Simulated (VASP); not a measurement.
Crystal: In3GaAs4.

```
CELL_PARAMETERS angstrom
5.75447 0.00000 0.00000
0.00000 5.75447 0.00000
0.00000 0.00000 5.75447
ATOMIC_POSITIONS crystal
In 0.00000 0.50000 0.50000
In 0.50000 0.00000 0.50000
In 0.50000 0.50000 0.00000
Ga 0.00000 0.00000 0.00000
As 0.75000 0.75000 0.25000
As 0.75000 0.25000 0.75000
As 0.25000 0.75000 0.75000
As 0.25000 0.25000 0.25000
```

| Item | Value |
| --- | --- |
| Program | VASP 6.6.1 |
| Task | relaxation of cell and atoms |
| Functional | PBE |
| Potentials or basis | VASP PAW PBE potentials, release 64 (In_d, Ga_d, As) |
| Cutoff | 600 eV |
| k mesh | 4 × 4 × 4 |
| Occupations | gaussian, width 0.1 eV |
| Spin | no spin polarisation |

At the start: pressure 13.2 GPa; volume 23.82 Å³/atom.

**Question.** Where does the relaxation end?

**Answer.** Over 5 steps the energy falls by 183.1 meV/atom and the volume is 28.04 Å³/atom (+17.7 %); space group P-43m (No. 215, to 0.1 Å) before and after.

The path:
```
step  energy change (eV)  largest force (eV/Å)  pressure (GPa)  volume (Å³)
   1              0.0000                1.4286           13.22       190.55
   2             -1.0920                0.1676           -4.12       250.06
   3             -1.4066                0.4783           -0.33       227.28
   4             -1.4430                0.3041           -0.17       226.11
   5             -1.4649                0.0092            0.14       224.31
```

Final structure:
```
In Ga As
1.0
     6.07599    0.00000    0.00000
     0.00000    6.07599    0.00000
     0.00000    0.00000    6.07599
In Ga As
3 1 4
Direct
  0.00000 0.50000 0.50000
  0.50000 0.00000 0.50000
  0.50000 0.50000 0.00000
  0.00000 0.00000 0.00000
  0.75992 0.75992 0.24008
  0.75992 0.24008 0.75992
  0.24008 0.75992 0.75992
  0.24008 0.24008 0.24008
```

Caveat: the volume moved by over 15 % at a fixed basis, so the end points are rough.
